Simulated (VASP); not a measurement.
The system is Li.

```
CELL_PARAMETERS angstrom
-1.54026 1.78018 1.91972
1.54026 -1.78018 1.91972
1.54026 1.78018 -1.91972
ATOMIC_POSITIONS crystal
Li 0.00000 0.00000 0.00000
```

| Item | Value |
| --- | --- |
| Program | VASP 6.6.1 |
| Task | relaxation of cell and atoms |
| Functional | PBE |
| Potentials or basis | VASP PAW PBE potentials, release 64 (Li_sv) |
| Cutoff | 600 eV |
| k mesh | 24 × 24 × 24 |
| Occupations | gaussian, width 0.1 eV |
| Spin | no spin polarisation |

At the start: pressure -0.6 GPa; volume 21.05 Å³/atom.

Task: Where does the relaxation end?

Result: Over 11 steps the energy falls by 8.3 meV/atom and the volume is 20.09 Å³/atom (-4.6 %); space group Immm (No. 71, to 0.1 Å) before, I4/mmm (No. 139, to 0.1 Å).

Step by step:
| step | energy change (eV) | largest force (eV/Å) | pressure (GPa) | volume (Å³) |
| --- | --- | --- | --- | --- |
| 1 | 0.0000 | 0.0000 | -0.60 | 21.05 |
| 2 | -0.0017 | 0.0000 | -0.51 | 20.81 |
| 3 | -0.0050 | 0.0000 | -0.05 | 20.10 |
| 4 | -0.0033 | 0.0000 | 1.07 | 18.69 |
| 5 | -0.0057 | 0.0000 | 0.30 | 19.60 |
| 6 | -0.0065 | 0.0000 | 0.22 | 19.71 |
| 7 | -0.0079 | 0.0000 | 0.04 | 20.02 |
| 8 | -0.0076 | 0.0000 | -0.35 | 20.60 |
| 9 | -0.0082 | 0.0000 | -0.18 | 20.27 |
| 10 | -0.0082 | 0.0000 | -0.12 | 20.22 |
| 11 | -0.0083 | 0.0000 | -0.03 | 20.09 |

Final structure:
```cif
data_structure
_symmetry_space_group_name_H-M 'P 1'
_symmetry_Int_Tables_number 1
_cell_length_a 2.9747
_cell_length_b 2.9747
_cell_length_c 2.9747
_cell_angle_alpha 112.857
_cell_angle_beta 112.425
_cell_angle_gamma 103.303
_cell_volume 20.09
loop_
_atom_site_label
_atom_site_type_symbol
_atom_site_fract_x
_atom_site_fract_y
_atom_site_fract_z
_atom_site_occupancy
Li1 Li 0.00000 0.00000 0.00000 1
```

Caveat: the cutoff is under 1.25 times the usual one of these potentials, so pressure, stress and relaxed cells hold a basis-set (Pulay) error.
